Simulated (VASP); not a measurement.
# NaCl (Fm-3m) in VASP: further runs, part 2 of 2

VASP 6.6.1. Earlier steps stand in the parts before.

### Step 3. Single point, PBEsol

This run uses another cell than the first one, of 22.19 Å³/atom, 1.010 times its volume.

INCAR reads:

```
SYSTEM = NaCl
PREC = Accurate
ENCUT = 520
EDIFF = 1E-6
ISMEAR = 0
SIGMA = 0.05
LREAL = .FALSE.
LASPH = .TRUE.
NELM = 60
ALGO = Normal
ISIF = 2
LWAVE = .FALSE.
LCHARG = .FALSE.
GGA = PS
NBANDS = 14
```

KPOINTS reads:

```
Automatic mesh
0
G
  8 8 8
  0 0 0
```

POSCAR reads:

```
NaCl
1.0
    0.0000000000      2.8100000000      2.8100000000
    2.8100000000      0.0000000000      2.8100000000
    2.8100000000      2.8100000000      0.0000000000
Na Cl
1 1
Direct
    0.0000000000      0.0000000000      0.0000000000
    0.5000000000      0.5000000000      0.5000000000
```

Potentials or basis: VASP PAW PBE potentials, release 64 (Na_pv, Cl).

On the command line:

```sh
> cat potpaw_PBE.64/Na_pv/POTCAR potpaw_PBE.64/Cl/POTCAR > POTCAR
> mpirun -np 1 vasp_std > vasp.out
```

OUTCAR:

```text
SYSTEM = NaCl
   PREC = Accurate
   ENCUT = 520
   EDIFF = 1E-6
   ISMEAR = 0
   LREAL = .FALSE.
   LASPH = .TRUE.
   NELM = 60
   ISIF = 2
   GGA = PS

 ion  position               nearest neighbor table
   1  0.000  0.000  0.000-
   2  0.500  0.500  0.500-

  LATTYP: Found a face centered cubic cell.
 ALAT       =     5.6200000000

  Lattice vectors:

 A1 = (   0.0000000000,   2.8100000000,   2.8100000000)
 A2 = (   2.8100000000,   0.0000000000,   2.8100000000)
 A3 = (   2.8100000000,   2.8100000000,   0.0000000000)

Analysis of symmetry for initial positions (statically):
=====================================================================
 Subroutine PRICEL returns:
 Original cell was already a primitive cell.

 Routine SETGRP: Setting up the symmetry group for a
 face centered cubic supercell.

 Subroutine GETGRP returns: Found 48 space group operations
[... 9 lines left out ...]

 Routine SETGRP: Setting up the symmetry group for a
 face centered cubic supercell.

 Subroutine GETGRP returns: Found 48 space group operations
[... 11 lines left out ...]
                                     Primitive cell

  volume of cell :      44.3761

  direct lattice vectors                    reciprocal lattice vectors
     0.000000000  2.810000000  2.810000000    -0.177935943  0.177935943  0.177935943
     2.810000000  0.000000000  2.810000000     0.177935943 -0.177935943  0.177935943
     2.810000000  2.810000000  0.000000000     0.177935943  0.177935943 -0.177935943

  length of vectors
     3.973940110  3.973940110  3.973940110     0.308194094  0.308194094  0.308194094

  position of ions in fractional coordinates (direct lattice)
     0.000000000  0.000000000  0.000000000
     0.500000000  0.500000000  0.500000000

  ion indices of the primitive-cell ions
   primitive index   ion index
                 1           1
                 2           2

----------------------------------------------------------------------------------------

[... 96 lines left out ...]
   AEXX    =    0.0000 exact exchange contribution
   IVDW    =     0    specifies the selected vdW correction
   LEPSILON=     F    determine dielectric tensor
   LRPA    =     F    only Hartree local field effects (RPA)
 non-spin polarized calculation
 Gauss-broadening in eV      SIGMA  =   0.05
  energy-cutoff  :      520.00
  volume of cell :       44.38
 maximum number of plane-waves:      1243
 NGX is ok and might be reduce to    30
   NGX = 15   NGY = 15   NGZ = 15

 number of electron      14.0000000 magnetization

 Free energy of the ion-electron system (eV)
  ---------------------------------------------------
  ext. energy  EPLUGINS =         0.00000000
  ---------------------------------------------------
  free energy    TOTEN  =        -6.99813711 eV

  energy without entropy =       -6.99813711  energy(sigma->0) =       -6.99813711

 E-fermi :  -0.4115     XC(G=0):  -8.3805

 val. band max:       -0.7233596749   @ k =   0.0000   0.0000   0.0000
 cond. band min:       4.2474553634   @ k =   0.0000   0.0000   0.0000
 fundamental gap:      4.9708150383
 Fermi energy:        -0.4114523814

 k-point     1 :       0.0000    0.0000    0.0000
  band No.  band energies     occupation
      1     -21.3547      2.00000
      2     -21.3547      2.00000
      3     -21.3547      2.00000
      4     -13.3920      2.00000
      5      -0.7234      2.00000
      6      -0.7234      2.00000
      7      -0.7234      2.00000
      8       4.2475      0.00000
      9      10.2845      0.00000
     10      10.2845      0.00000
     11      10.2845      0.00000
     12      12.5190      0.00000
     13      12.5190      0.00000
     14      13.9106      0.00000
[... 377 lines left out ...]
      1     -21.3805      2.00000
      2     -21.3635      2.00000
      3     -21.3594      2.00000
      4     -13.0014      2.00000
      5      -2.4443      2.00000
      6      -1.5215      2.00000
      7      -1.1524      2.00000
      8       7.4501      0.00000
      9       8.7798      0.00000
     10       9.4143      0.00000
     11      10.9394      0.00000
     12      13.5540      0.00000
     13      14.8558      0.00000
     14      15.9436      0.00000

 [... further k-points ...]

------------------------ aborting loop because EDIFF is reached ----------------------------------------

  FORCE on cell =-STRESS in cart. coord.  units (eV):
  Direction    XX          YY          ZZ          XY          YZ          ZX
  --------------------------------------------------------------------------------------
  -------------------------------------------------------------------------------------
  Total       -0.0618536     -0.0618536     -0.0618536      0.0000000      0.0000000      0.0000000
  in kB       -2.2331958     -2.2331958     -2.2331958      0.0000000      0.0000000      0.0000000
  external PRESSURE =      -2.2331958 kB  Pullay stress =       0.0000000 kB

 VOLUME and BASIS-vectors are now :
 -----------------------------------------------------------------------------
  energy-cutoff  :      520.00
  volume of cell :       44.38
      direct lattice vectors                 reciprocal lattice vectors
     0.000000000  2.810000000  2.810000000    -0.177935943  0.177935943  0.177935943
     2.810000000  0.000000000  2.810000000     0.177935943 -0.177935943  0.177935943
     2.810000000  2.810000000  0.000000000     0.177935943  0.177935943 -0.177935943

 POSITION                                       TOTAL-FORCE (eV/Angst)
 -----------------------------------------------------------------------------------
      0.00000      0.00000      0.00000         0.000000      0.000000      0.000000
      2.81000      2.81000      2.81000        -0.000000     -0.000000     -0.000000
 -----------------------------------------------------------------------------------
    total drift:                               -0.000000      0.000000      0.000000

  FREE ENERGIE OF THE ION-ELECTRON SYSTEM (eV)
  ---------------------------------------------------
  free  energy   TOTEN  =        -6.9981371072 eV

  energy  without entropy=       -6.9981371072  energy(sigma->0) =       -6.99813711
```

OSZICAR:

```text
N       E                     dE             d eps       ncg     rms          rms(c)
DAV:   1     0.102270414051E+03    0.10227E+03   -0.71529E+03   824   0.101E+03
DAV:   2     0.118826945153E+01   -0.10108E+03   -0.91898E+02   920   0.269E+02
DAV:   3    -0.702287936631E+01   -0.82111E+01   -0.81579E+01  1040   0.706E+01
DAV:   4    -0.715834190070E+01   -0.13546E+00   -0.13540E+00   980   0.990E+00
DAV:   5    -0.716120455723E+01   -0.28627E-02   -0.28625E-02  1022   0.144E+00    0.191E+00
DAV:   6    -0.700520664609E+01    0.15600E+00   -0.25268E-01  1004   0.350E+00    0.137E+00
DAV:   7    -0.699467911799E+01    0.10528E-01   -0.61768E-02  1116   0.163E+00    0.927E-01
DAV:   8    -0.699821548429E+01   -0.35364E-02   -0.76256E-03   902   0.796E-01    0.283E-01
DAV:   9    -0.699810925108E+01    0.10623E-03   -0.19785E-04  1028   0.107E-01    0.174E-01
DAV:  10    -0.699814705548E+01   -0.37804E-04   -0.27965E-04   944   0.106E-01    0.569E-02
DAV:  11    -0.699813782026E+01    0.92352E-05   -0.18189E-05  1076   0.324E-02    0.179E-02
DAV:  12    -0.699813710716E+01    0.71311E-06   -0.30793E-06   944   0.113E-02
   1 F= -.69981371E+01 E0= -.69981371E+01  d E =-.207919E-20
```

stdout:

```text
POSCAR found type information on POSCAR NaCl
 POSCAR found :  2 types and       2 ions
 scaLAPACK will be used
 -----------------------------------------------------------------------------
|                                                                             |
|                                                                             |
|     You enforced a specific xc type in the INCAR file but a different       |
|     I HOPE YOU KNOW WHAT YOU ARE DOING!                                     |
|                                                                             |
 -----------------------------------------------------------------------------

 LDA part: xc-table for (Slater+PW92), standard interpolation
 POSCAR, INCAR and KPOINTS ok, starting setup
 FFT: planning ... GRIDC
 FFT: planning ... GRID_SOFT
 FFT: planning ... GRID
 WAVECAR not read
 entering main loop
```

Wall time 9.4 s (1 thread of Intel Xeon 6975P-C (Granite Rapids), shared host); peak memory 0.15 GiB.

What came out:

| Property | Result |
| --- | --- |
| Free energy | -6.9981 eV |
| Pressure | -0.2 GPa |
| Band gap on the k mesh | 4.97 eV, direct |

Caveat: the PAW data sets were made with another functional, which shifts forces and pressure a little.

### Step 4. Single point, PBEsol

This run uses another cell than the first one, of 22.10 Å³/atom, 1.006 times its volume.

INCAR reads:

```
PREC = Accurate
ENCUT = 520
EDIFF = 1E-6
ISMEAR = 0
SIGMA = 0.05
LREAL = F
LASPH = T
NELM = 100
ALGO = Normal
ISIF = 2
LWAVE = F
LCHARG = F
GGA = PS
NBANDS = 14
```

KPOINTS reads:

```
regular mesh
0
Gamma
  8 8 8
```

POSCAR reads:

```
NaCl
1.0
    0.0000000000      2.8062483266      2.8062483266
    2.8062483266      0.0000000000      2.8062483266
    2.8062483266      2.8062483266      0.0000000000
Na Cl
1 1
Direct
    0.0000000000      0.0000000000      0.0000000000
    0.5000000000      0.5000000000      0.5000000000
```

On the command line:

```sh
> cat potpaw_PBE.64/Na_pv/POTCAR potpaw_PBE.64/Cl/POTCAR > POTCAR
> mpirun -np 1 vasp_std > vasp.out
```

It took 8.8 s on 1 thread of Intel Xeon 6975P-C (Granite Rapids), shared host; peak memory 0.16 GiB.

It converged, with:

* Free energy: -6.9983 eV
* Pressure: -0.1 GPa
* Band gap on the k mesh: 4.99 eV, direct

Levels at points of the mesh, in eV from the valence-band top:
```tsv
k point	band 3	band 4	band 5	band 6	band 7	band 8	band 9	band 10	band 11	band 12
(0.00, 0.00, 0.00)	-20.62	-12.68	0.00	0.00	0.00	4.99	11.01	11.01	11.01	13.25
(0.50, 0.00, 0.00)	-20.63	-12.32	-2.02	-0.28	-0.28	7.10	10.62	10.90	10.90	14.92
(0.50, 0.50, 0.00)	-20.63	-12.27	-1.74	-0.62	-0.62	7.48	7.88	11.23	14.75	14.75
```

Caveat: the PAW data sets were made with another functional, which shifts forces and pressure a little.

### Step 5. Single point, PBEsol (volume scaled by 1.040)

INCAR reads:

```
PREC = Accurate
ENCUT = 520
EDIFF = 1E-6
ISMEAR = 0
SIGMA = 0.05
LREAL = False
LASPH = True
NELM = 100
ALGO = Normal
ISIF = 2
LWAVE = False
LCHARG = False
GGA = PS
NBANDS = 14
```

KPOINTS is that of step 4.

POSCAR reads:

```
NaCl
1.0
    0.0000000000      2.8378837144      2.8378837144
    2.8378837144      0.0000000000      2.8378837144
    2.8378837144      2.8378837144      0.0000000000
Na Cl
1 1
Direct
    0.0000000000      0.0000000000      0.0000000000
    0.5000000000      0.5000000000      0.5000000000
```

On the command line:

```sh
> cat potpaw_PBE.64/Na_pv/POTCAR potpaw_PBE.64/Cl/POTCAR > POTCAR
> mpirun -np 1 vasp_std > vasp.out
```

It took 9.3 s on 1 thread of Intel Xeon 6975P-C (Granite Rapids), shared host; peak memory 0.16 GiB.

It converged, with:

- Free energy: -6.9937 eV
- Pressure: -0.9 GPa
- Band gap on the k mesh: 4.86 eV, direct

Levels at points of the mesh, in eV from the valence-band top:
| k point | band 3 | band 4 | band 5 | band 6 | band 7 | band 8 | band 9 | band 10 | band 11 | band 12 |
| --- | --- | --- | --- | --- | --- | --- | --- | --- | --- | --- |
| (0.00, 0.00, 0.00) | -20.69 | -12.60 | 0.00 | 0.00 | 0.00 | 4.86 | 10.98 | 10.98 | 10.98 | 13.17 |
| (0.50, 0.00, 0.00) | -20.69 | -12.27 | -1.91 | -0.26 | -0.26 | 7.05 | 10.35 | 10.82 | 10.82 | 14.71 |
| (0.50, 0.50, 0.00) | -20.70 | -12.23 | -1.65 | -0.59 | -0.59 | 7.38 | 7.91 | 11.00 | 14.45 | 14.45 |

Caveat: the cell differs from its parent crystal (volume scaled by 1.040); the PAW data sets were made with another functional, which shifts forces and pressure a little.

### Step 6. Summary

```tsv
cell	gap on the mesh (eV)	pressure (GPa)
a = 3.961 Å, angles 60.0°, 2 atoms	5.01	0.0
a = 3.974 Å, angles 60.0°, 2 atoms	4.97	-0.2
a = 3.969 Å, angles 60.0°, 2 atoms	4.99	-0.1
a = 4.013 Å, angles 60.0°, 2 atoms	4.86	-0.9
```

Alike in all rows: task single point; level PBEsol; potentials or basis VASP PAW PBE potentials, release 64 (Na_pv, Cl); no spin polarisation; k mesh 8 × 8 × 8; cutoff (eV) 520; smearing gaussian 0.05 eV.

Caveats: the PAW data sets were made with another functional, which shifts forces and pressure a little.

Total energies depend on the potentials used, so only differences within one code and one set of settings carry meaning.
